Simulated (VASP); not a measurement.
A run of VASP 6.6.1 is set up as follows.

INCAR

```
SYSTEM = NaI
PREC     = Accurate       ! precision mode
ENCUT    = 600            ! plane-wave cutoff, eV
EDIFF    = 1E-7           ! SCF threshold, eV
ISMEAR   = 0              ! smearing method
SIGMA    = 0.01           ! smearing width, eV
LREAL    = .FALSE.        ! projectors in reciprocal space
LASPH    = .TRUE.         ! aspherical terms in the spheres
NELM     = 80             ! most SCF steps
ALGO     = Normal         ! electronic algorithm
ISIF     = 3              ! what is computed and relaxed
LWAVE    = .FALSE.        ! write WAVECAR
LCHARG   = .FALSE.        ! write CHGCAR
GGA      = CA             ! functional
IBRION   = 2              ! ionic algorithm
NSW      = 100            ! ionic steps
EDIFFG   = -0.002         ! ionic threshold
PSTRESS  = 50.0
```

Contents of KPOINTS:

```
regular mesh
0
G
  6 6 6
  0 0 0
```

Contents of POSCAR:

```
NaI
1.0
    0.0000000000      3.1310897312      3.1310897312
    3.1310897312      0.0000000000      3.1310897312
    3.1310897312      3.1310897312      0.0000000000
Na I
1 1
Direct
    0.0000000000      0.0000000000      0.0000000000
    0.5000000000      0.5000000000      0.5000000000
```

Potentials or basis: VASP PAW LDA potentials, release 64 (Na_pv, I).

Launch:

```bash
$ cat potpaw_LDA.64/Na_pv/POTCAR potpaw_LDA.64/I/POTCAR > POTCAR
$ mpirun -np 1 vasp_std > vasp.out
```

(1) What does it give for the space group after relaxing (to 0.05 Å)?

(2) Estimate the relaxed cell.

Results:

(1) Fm-3m (No. 225).

(2) a = 4.195 Å, b = 4.195 Å, c = 4.195 Å, α = 60.00°, β = 60.00°, γ = 60.00°.

Caveat: the cell is relaxed towards a set pressure, so the enthalpy falls and the energy may rise.
